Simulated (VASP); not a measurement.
# Bi (C2/m) in VASP: notebook, part 2 of 2

VASP 6.6.1. Earlier steps stand in the parts before.

### 3 Single point, PBEsol

This run uses another cell than the first one, of 32.33 Å³/atom, 0.950 times its volume.

The input, INCAR:

```
  ALGO = Normal
  EDIFF = 1E-7
  ENCUT = 520
  GGA = PS
  ISIF = 2
  ISMEAR = 0
  LASPH = True
  LCHARG = False
  LREAL = False
  LWAVE = False
  NBANDS = 22
  NELM = 100
  PREC = Accurate
  SIGMA = 0.1
```

The input, KPOINTS:

```
k-points
0
Gamma
  12 12 18
```

The input, POSCAR:

```
Bi
1.0
    3.4312677801     -3.0675975875     -0.0145275844
    3.4312677801      3.0675975875     -0.0145275844
   -1.2524905739      0.0000000000      3.0767074200
Bi
2
Direct
    0.2474121828      0.2474121828      0.1458978777
    0.7525878172      0.7525878172      0.8541021223
```

Potentials or basis: VASP PAW PBE potentials, release 64 (Bi_d).

On the command line:

```console
cat potpaw_PBE.64/Bi_d/POTCAR > POTCAR
mpirun -np 1 vasp_std > vasp.out
```

OUTCAR:

```text
EDIFF = 1E-7
   ENCUT = 520
   GGA = PS
   ISIF = 2
   ISMEAR = 0
   LASPH = True
   LREAL = False
   NELM = 100
   PREC = Accurate

 ion  position               nearest neighbor table
   1  0.247  0.247  0.146-   2 3.16   2 3.22   2 3.22   2 3.37   2 3.86   2 3.86
   2  0.753  0.753  0.854-   1 3.16   1 3.22   1 3.22   1 3.37   1 3.86   1 3.86

  LATTYP: Found a base centered monoclinic cell.
 ALAT       =     6.8625970680
 B/A-ratio  =     0.8940048664
 C/A-ratio  =     0.4840552522
 COS(beta)  =    -0.3809611166

  Lattice vectors:

 A1 = (   3.4312677801,  -3.0675975875,  -0.0145275844)
 A2 = (   3.4312677801,   3.0675975875,  -0.0145275844)
 A3 = (  -1.2524905739,   0.0000000000,   3.0767074200)

Analysis of symmetry for initial positions (statically):
=====================================================================
 Subroutine PRICEL returns:
 Original cell was already a primitive cell.

 Routine SETGRP: Setting up the symmetry group for a
 base centered monoclinic supercell.

 Subroutine GETGRP returns: Found  4 space group operations
 (whereof  4 operations were pure point group operations)
 out of a pool of  4 trial point group operations.

The static configuration has the point symmetry C_2h.

Analysis of symmetry for dynamics (positions and initial velocities):
=====================================================================
 Subroutine PRICEL returns:
 Original cell was already a primitive cell.

 Routine SETGRP: Setting up the symmetry group for a
 base centered monoclinic supercell.

 Subroutine GETGRP returns: Found  4 space group operations
 (whereof  4 operations were pure point group operations)
 out of a pool of  4 trial point group operations.

The dynamic configuration has the point symmetry C_2h.

 Subroutine INISYM returns: Found  4 space group operations
 (whereof  4 operations are pure point group operations),
 and found     1 'primitive' translations

----------------------------------------------------------------------------------------

                                     Primitive cell

  volume of cell :      64.6577

  direct lattice vectors                    reciprocal lattice vectors
     3.431267780 -3.067597587 -0.014527584     0.145970324 -0.162994000  0.059422763
     3.431267780  3.067597587 -0.014527584     0.145970324  0.162994000  0.059422763
    -1.252490574  0.000000000  3.076707420     0.001378484  0.000000000  0.325583945

  length of vectors
     4.602604109  4.602604109  3.321876155     0.226727687  0.226727687  0.325586863

  position of ions in fractional coordinates (direct lattice)
     0.247412183  0.247412183  0.145897878
     0.752587817  0.752587817  0.854102122

  ion indices of the primitive-cell ions
   primitive index   ion index
                 1           1
                 2           2

----------------------------------------------------------------------------------------

 KPOINTS: k-points

Automatic generation of k-mesh.
 Grid dimensions read from file:
 generate k-points for:   12   12   18

 Generating k-lattice:

  Cartesian coordinates                     Fractional coordinates (reciprocal lattice)
     0.012164194 -0.013582833  0.004951897     0.083333333 -0.000000000 -0.000000000
     0.012164194  0.013582833  0.004951897    -0.000000000  0.083333333 -0.000000000
     0.000076582  0.000000000  0.018087997     0.000000000  0.000000000  0.055555556

  Length of vectors
     0.018893974  0.018893974  0.018088159

  Shift w.r.t. Gamma in fractional coordinates (k-lattice)
     0.000000000  0.000000000  0.000000000

 Subroutine IBZKPT returns following result:
 ===========================================

 Found    710 irreducible k-points:

 Following reciprocal coordinates:
            Coordinates               Weight
  0.000000  0.000000  0.000000      1.000000
  0.083333  0.000000 -0.000000      4.000000
  0.166667  0.000000 -0.000000      4.000000
  0.250000  0.000000 -0.000000      4.000000
  0.333333  0.000000  0.000000      4.000000
  0.416667 -0.000000  0.000000      4.000000
[... 16 lines left out ...]
  0.500000  0.166667 -0.000000      4.000000
 -0.416667  0.166667  0.000000      4.000000
 [... further k-points ...]
   k-points           NKPTS =    710   k-points in BZ     NKDIM =    710   number of bands    NBANDS=     22
   number of dos      NEDOS =    301   number of ions     NIONS =      2
   total plane-waves  NPLWV =  36288
   dimension x,y,z NGX =    36 NGY =   36 NGZ =   28
   dimension x,y,z NGXF=    72 NGYF=   72 NGZF=   56
   ions per type =               2
   NGX,Y,Z   is equivalent  to a cutoff of  13.00, 13.00, 14.01 a.u.
   NGXF,Y,Z  is equivalent  to a cutoff of  26.01, 26.01, 28.03 a.u.
 SYSTEM =  unknown system
   PREC   = accura    normal or accurate (medium, high low for compatibility)
   ISTART =      0    job   : 0-new  1-cont  2-samecut
   ICHARG =      2    charge: 1-file 2-atom 10-const
   ISPIN  =      1    spin polarized calculation?
   LNONCOLLINEAR =      F non collinear calculations
   LSORBIT =      F    spin-orbit coupling
   LASPH  =      T    aspherical Exc in radial PAW
   ENCUT  =  520.0 eV  38.22 Ry    6.18 a.u.   8.56  8.56  6.18*2*pi/ulx,y,z
   NELM   =    100;   NELMIN=  2; NELMDL= -5     # of ELM steps
   EDIFF  = 0.1E-06   stopping-criterion for ELM
   LREAL  =      F    real-space projection
   EDIFFG = 0.1E-05   stopping-criterion for IOM
   NSW    =      0    number of steps for IOM
   IBRION =     -1    ionic relax: 0-MD 1-quasi-New 2-CG
   NFREE  =      0    steps in history (QN), initial steepest desc. (CG)
   ISIF   =      2    stress and relaxation
   ISYM   =      2    0-nonsym 1-usesym 2-fastsym
   POTIM  = 0.5000    time-step for ionic-motion
   TEBEG  =    0.0;   TEEND  =   0.0 temperature during run
   PSTRESS=    0.0 pullay stress
   NELECT =      30.0000    total number of electrons
   NUPDOWN=      -1.0000    fix difference up-down
   EMIN   =  10.00;   EMAX   =-10.00  energy-range for DOS
   EFERMI =   0.00;   METHOD = LEGACY
   ISMEAR =     0;   SIGMA  =   0.10  broadening in eV -4-tet -1-fermi 0-gaus
   EFERMI_NEDOS =   21; number of points for ismear=-14 and -15
   IALGO  =     38    algorithm
   IMIX   =      4    mixing-type and parameters
     AMIX     =   0.40;   BMIX     =  1.00
     AMIX_MAG =   1.60;   BMIX_MAG =  1.00
  volume/ion in A,a.u.               =      32.33       218.17
  Fermi-wavevector in a.u.,A,eV,Ry     =   1.267385  2.395010 21.854560  1.606265
  Thomas-Fermi vector in A             =   2.400536
   LORBIT       =      0    0 simple, 1 ext, 2 COOP (PROOUT), +10 PAW based schemes
   GGA     = PS    functional components
   LHFCALC =     F    Hartree Fock is set to
   AEXX    =    0.0000 exact exchange contribution
   IVDW    =     0    specifies the selected vdW correction
   LEPSILON=     F    determine dielectric tensor
   LRPA    =     F    only Hartree local field effects (RPA)
 non-spin polarized calculation
 Gauss-broadening in eV      SIGMA  =   0.10
  energy-cutoff  :      520.00
  volume of cell :       64.66
 maximum number of plane-waves:      1763
 NGX is ok and might be reduce to    36
   NGX = 17   NGY = 17   NGZ = 13

 number of electron      29.9999997 magnetization

 Free energy of the ion-electron system (eV)
  ---------------------------------------------------
  ext. energy  EPLUGINS =         0.00000000
  ---------------------------------------------------
  free energy    TOTEN  =        -8.56554121 eV

  energy without entropy =       -8.56080630  energy(sigma->0) =       -8.56317376

 E-fermi :   7.1825     XC(G=0): -10.1797

 val. band max:        7.1789122144   @ k =   0.0000   0.0000   0.3333
 cond. band min:       7.1852832215   @ k =  -0.0833   0.3333   0.1667
 fundamental gap:      0.0063710071
 Fermi energy:         7.1825438805

 k-point     1 :       0.0000    0.0000    0.0000
  band No.  band energies     occupation
      1     -15.7521      2.00000
      2     -15.7004      2.00000
      3     -15.6531      2.00000
      4     -15.6361      2.00000
      5     -15.5363      2.00000
      6     -15.5089      2.00000
[... 14 lines left out ...]
     21      15.6629      0.00000
     22      16.0088      0.00000

 k-point     2 :       0.0833    0.0000   -0.0000
  band No.  band energies     occupation
      1     -15.7474      2.00000
      2     -15.7011      2.00000
      3     -15.6549      2.00000
      4     -15.6325      2.00000
      5     -15.5349      2.00000
      6     -15.5100      2.00000
[... 542 lines left out ...]
 k-point    24 :      -0.4167    0.1667    0.0000
  band No.  band energies     occupation
      1     -15.7153      2.00000
      2     -15.6897      2.00000
      3     -15.6360      2.00000
      4     -15.5561      2.00000
      5     -15.5408      2.00000
      6     -15.5142      2.00000
[... 14 lines left out ...]
     21      16.4502      0.00000
     22      17.2583      0.00000

 [... further k-points ...]
[... 5 lines left out ...]
  --------------------------------------------------------------------------------------
  -------------------------------------------------------------------------------------
  Total       -0.0272275     -0.0316189     -0.0306097      0.0000000      0.0000000     -0.0062297
  in kB       -0.6746814     -0.7834967     -0.7584902      0.0000000      0.0000000     -0.1543671
  external PRESSURE =      -0.7388894 kB  Pullay stress =       0.0000000 kB

 VOLUME and BASIS-vectors are now :
 -----------------------------------------------------------------------------
  energy-cutoff  :      520.00
  volume of cell :       64.66
      direct lattice vectors                 reciprocal lattice vectors
     3.431267780 -3.067597587 -0.014527584     0.145970324 -0.162994000  0.059422763
     3.431267780  3.067597587 -0.014527584     0.145970324  0.162994000  0.059422763
    -1.252490574  0.000000000  3.076707420     0.001378484  0.000000000  0.325583945

 POSITION                                       TOTAL-FORCE (eV/Angst)
 -----------------------------------------------------------------------------------
      1.51514      0.00000      0.44170         0.001342      0.000000      0.001595
      4.09491      0.00000      2.60596        -0.001342      0.000000     -0.001595
 -----------------------------------------------------------------------------------
    total drift:                                0.000000     -0.000000     -0.000000

  FREE ENERGIE OF THE ION-ELECTRON SYSTEM (eV)
  ---------------------------------------------------
  free  energy   TOTEN  =        -8.5655412141 eV

  energy  without entropy=       -8.5608063030  energy(sigma->0) =       -8.56317376
```

OSZICAR:

```text
N       E                     dE             d eps       ncg     rms          rms(c)
DAV:   1     0.303010415609E+03    0.30301E+03   -0.16136E+04 31258   0.168E+03
DAV:   2     0.167569829959E+02   -0.28625E+03   -0.27888E+03 31774   0.441E+02
DAV:   3    -0.771491153713E+01   -0.24472E+02   -0.24167E+02 37730   0.141E+02
DAV:   4    -0.854375683850E+01   -0.82885E+00   -0.82838E+00 38642   0.282E+01
DAV:   5    -0.857864665474E+01   -0.34890E-01   -0.34889E-01 44664   0.524E+00    0.825E-01
DAV:   6    -0.856846358399E+01    0.10183E-01   -0.22560E-02 40564   0.173E+00    0.469E-01
DAV:   7    -0.856560490191E+01    0.28587E-02   -0.11178E-02 41456   0.124E+00    0.121E-01
DAV:   8    -0.856553996866E+01    0.64933E-04   -0.98871E-04 37112   0.393E-01    0.113E-02
DAV:   9    -0.856554257650E+01   -0.26078E-05   -0.35222E-05 46300   0.519E-02    0.548E-03
DAV:  10    -0.856554113091E+01    0.14456E-05   -0.17196E-06 42544   0.118E-02    0.821E-04
DAV:  11    -0.856554121415E+01   -0.83237E-07   -0.21703E-07 30080   0.519E-03
   1 F= -.85655412E+01 E0= -.85631738E+01  d E =-.473491E-02
```

stdout:

```text
POSCAR found type information on POSCAR Bi
 POSCAR found :  1 types and       2 ions
 scaLAPACK will be used
 -----------------------------------------------------------------------------
|                                                                             |
|                                                                             |
|     You enforced a specific xc type in the INCAR file but a different       |
|     I HOPE YOU KNOW WHAT YOU ARE DOING!                                     |
|                                                                             |
 -----------------------------------------------------------------------------

 LDA part: xc-table for (Slater+PW92), standard interpolation
 POSCAR, INCAR and KPOINTS ok, starting setup
 FFT: planning ... GRIDC
 FFT: planning ... GRID_SOFT
 FFT: planning ... GRID
 WAVECAR not read
 entering main loop
```

Run time: 7.7 min. Hardware: 1 thread of Intel Xeon Platinum 8259CL at 2.50GHz (Skylake/Cascade Lake), shared host; peak memory 0.79 GiB.

What came out:

```yaml
Free_energy: -8.5655 eV
Pressure: -0.1 GPa
Band_gap_on_the_k_mesh: zero (band 15 reaches 10.36 eV, above the bottom of band 16 at 5.27 eV)
```

Forces on the atoms (eV/Å):
```
Bi   0.001  0.000  0.002
Bi  -0.001  0.000 -0.002
```

Caveat: the PAW data sets were made with another functional, which shifts forces and pressure a little; spin-orbit coupling is left out, which moves the levels of the heavy elements.
